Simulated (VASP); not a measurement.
Write the native input for VASP 6.6.1 that does the following.

```
Task                   : single point
Functional             : LDA
Potentials or basis    : VASP PAW LDA potentials, release 64 (Mo_sv)
Cutoff                 : 520 eV
k mesh                 : 14 × 14 × 14
Occupations            : fermi-dirac, width 0.01 eV
Spin                   : no spin polarisation
Dipole correction      : no
Further INCAR settings : ALGO = Normal; EDIFF = 1e-06; NBANDS = 13
```

The structure of Mo lies in POSCAR:

```
Mo
1.0
   -1.5565618036      1.5565618036      1.5565618036
    1.5565618036     -1.5565618036      1.5565618036
    1.5565618036      1.5565618036     -1.5565618036
Mo
1
Direct
    0.0000000000      0.0000000000      0.0000000000
```

The input as run:

INCAR

```
  ALGO = Normal
  EDIFF = 1E-6
  ENCUT = 520
  ISIF = 2
  ISMEAR = -1
  LASPH = T
  LCHARG = T
  LELF = T
  LREAL = F
  LVHAR = T
  LWAVE = F
  NBANDS = 13
  NELM = 60
  PREC = Accurate
  SIGMA = 0.01
```

KPOINTS

```
k-points
0
Gamma
  14 14 14
```

Potentials or basis: VASP PAW LDA potentials, release 64 (Mo_sv).

Launch:

```sh
$ cat potpaw_LDA.64/Mo_sv/POTCAR > POTCAR
$ mpirun -np 1 vasp_std > vasp.out
```

It gave:

```yaml
Pressure: 1.4 GPa
Band_gap_on_the_k_mesh: zero (band 7 reaches 17.25 eV, above the bottom of band 8 at 11.59 eV)
```

Run time: 23 s on 1 thread of Intel Xeon 8259CL, on a shared host, peak memory 0.13 GiB.
